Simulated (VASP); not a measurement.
Set up this calculation in VASP 6.6.1, as the native input.

```
Task                   : single point
Functional             : BLYP
Potentials or basis    : VASP PAW PBE potentials, release 64 (Os)
Cutoff                 : 520 eV
k mesh                 : 16 × 16 × 16
Occupations            : fermi-dirac, width 0.1 eV
Spin                   : no spin polarisation
Dipole correction      : no
Further INCAR settings : ALGO = Normal; EDIFF = 1e-07; NBANDS = 10
```

The structure of Os lies in POSCAR:

```
Os
1.0
    0.0000000000      1.9031363859      1.9031363859
    1.9031363859      0.0000000000      1.9031363859
    1.9031363859      1.9031363859      0.0000000000
Os
1
Direct
    0.0000000000      0.0000000000      0.0000000000
```

This isn't the form of Os at room conditions, which is hcp.

These files were run (other wordings do the same):

INCAR

```
AGGAC    = 1.0          
AGGAX    = 1.0          
ALDAC    = 0.0          
ALDAX    = 1.0          
ALGO     = Normal         # electronic algorithm
EDIFF    = 1E-7           # SCF threshold, eV
ENCUT    = 520            # plane-wave cutoff, eV
GGA      = B5             # functional
ISIF     = 2              # what is computed and relaxed
ISMEAR   = -1             # smearing method
LASPH    = T              # aspherical terms in the spheres
LCHARG   = F              # write CHGCAR
LREAL    = F              # projectors in reciprocal space
LWAVE    = F              # write WAVECAR
NBANDS   = 10             # bands
NELM     = 60             # most SCF steps
PREC     = Accurate       # precision mode
SIGMA    = 0.1            # smearing width, eV
```

KPOINTS

```
k-points
0
Gamma
  16 16 16
```

Potentials or basis: VASP PAW PBE potentials, release 64 (Os).

Run with:

```console
$ cat potpaw_PBE.64/Os/POTCAR > POTCAR
$ mpirun -np 1 vasp_std > vasp.out
```

Results of the run:

The pressure is 38.4 GPa and the band gap on the k mesh is zero (bands 4 and 5 overlap by 4.40 eV).

Caveat: the cell stands under pressure; the PAW data sets were made with another functional, which shifts forces and pressure a little; spin-orbit coupling is left out, which moves the levels of the heavy elements.

It took 42 s on 1 thread of AMD EPYC 7571 (shared host), peak memory 0.11 GiB.
